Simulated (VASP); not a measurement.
Zr:

```xyz
1
Lattice="-1.7731 1.7731 1.7731 1.7731 -1.7731 1.7731 1.7731 1.7731 -1.7731" Properties=species:S:1:pos:R:3 pbc="T T T"
Zr    0.0000    0.0000    0.0000
```

Base run:

* Program: VASP 6.6.1
* Functional: RPBE
* Potentials or basis: VASP PAW PBE potentials, release 64 (Zr_sv)
* Cutoff: 500 eV
* k mesh: 10 × 10 × 10
* Occupations: fermi-dirac, width 0.05 eV
* Spin: no spin polarisation

Its results: band gap on the k mesh zero (band 6 reaches 10.44 eV, above the bottom of band 7 at 8.67 eV); pressure 4.1 GPa.

Q: After a change of settings the same cell gave: band gap on the k mesh zero (band 6 reaches 10.10 eV, above the bottom of band 7 at 8.41 eV); pressure -5.3 GPa. Which change was it?
A. functional from RPBE to PBEsol; cutoff from 500 eV to 520 eV; further incar settings from ALGO = Normal; EDIFF = 1e-06; NBANDS = 12 to ALGO = Fast; EDIFF = 1e-06; NBANDS = 12
B. functional from RPBE to PBE; cutoff from 500 eV to 520 eV; further incar settings from ALGO = Normal; EDIFF = 1e-06; NBANDS = 12 to ALGO = Fast; EDIFF = 1e-06; NBANDS = 12
C. functional from RPBE to LDA; potentials or basis from VASP PAW PBE potentials, release 64 (Zr_sv) to VASP PAW LDA potentials, release 64 (Zr_sv)
D. functional from RPBE to HSE06; cutoff from 500 eV to 400 eV; k mesh from 10 × 10 × 10 to 6 × 6 × 6

A: C.

Caveats: the PAW data sets were made with another functional, which shifts forces and pressure a little (some runs).
